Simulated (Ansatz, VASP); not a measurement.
# Two plane-wave programs on Ca

```
Ca
1.0
     0.00000    2.76271    2.76271
     2.76271    0.00000    2.76271
     2.76271    2.76271    0.00000
Ca
1
Direct
  0.00000 0.00000 0.00000
```

Alike in both runs: task single point; functional PBE; k mesh 10 × 10 × 10; occupations methfessel-paxton of order 1, width 0.2 eV; no spin polarisation.

|  | VASP | Ansatz |
| --- | --- | --- |
| version | VASP 6.6.1 | Ansatz 0.2.0 |
| potentials or method | VASP PAW PBE potentials, release 64 (Ca_sv), cutoff 520 eV | plane waves (420 eV) with PAW, scalar-relativistic |
| valence electrons in the cell | 10 | 10 |

```csv
,VASP,Ansatz,Ansatz less VASP
pressure (GPa),0.0,0.0,-0.01
```
